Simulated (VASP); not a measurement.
Wanted: the native input for a VASP 6.6.1 run.

```
Task                   : single point
Functional             : PBE
Potentials or basis    : VASP PAW PBE potentials, release 64 (Si)
Cutoff                 : 520 eV
k mesh                 : 10 × 10 × 10
Occupations            : gaussian, width 0.02 eV
Spin                   : no spin polarisation
Dipole correction      : no
Further INCAR settings : ALGO = Normal; EDIFF = 1e-06; NBANDS = 11
```

The structure of Si lies in POSCAR:

```
Si
1.0
    0.0000000000      2.7348383250      2.7348383250
    2.7348383250      0.0000000000      2.7348383250
    2.7348383250      2.7348383250      0.0000000000
Si
2
Direct
    0.7500000000      0.7500000000      0.7500000000
    0.5000000000      0.5000000000      0.5000000000
```

One way to write it, as run:

INCAR

```
PREC     = Accurate       # precision mode
ENCUT    = 520            # plane-wave cutoff, eV
EDIFF    = 1E-6           # SCF threshold, eV
ISMEAR   = 0              # smearing method
SIGMA    = 0.02           # smearing width, eV
LREAL    = False          # projectors in reciprocal space
LASPH    = True           # aspherical terms in the spheres
NELM     = 100            # most SCF steps
ALGO     = Normal         # electronic algorithm
ISIF     = 2              # what is computed and relaxed
LWAVE    = False          # write WAVECAR
LCHARG   = False          # write CHGCAR
GGA      = PE             # functional
NBANDS   = 11             # bands
```

KPOINTS

```
regular mesh
0
Gamma
  10 10 10
```

Potentials or basis: VASP PAW PBE potentials, release 64 (Si).

Launch:

```bash
$ cat potpaw_PBE.64/Si/POTCAR > POTCAR
$ mpirun -np 1 vasp_std > vasp.out
```

It gave:

```yaml
Pressure: 0.0 GPa
Band_gap_on_the_k_mesh: 0.62 eV, indirect (least direct gap 2.56 eV)
```

Wall time 20 s on 1 thread of AMD EPYC 7R43 64-Core Processor (Zen 3), on a shared host, peak memory 0.12 GiB.
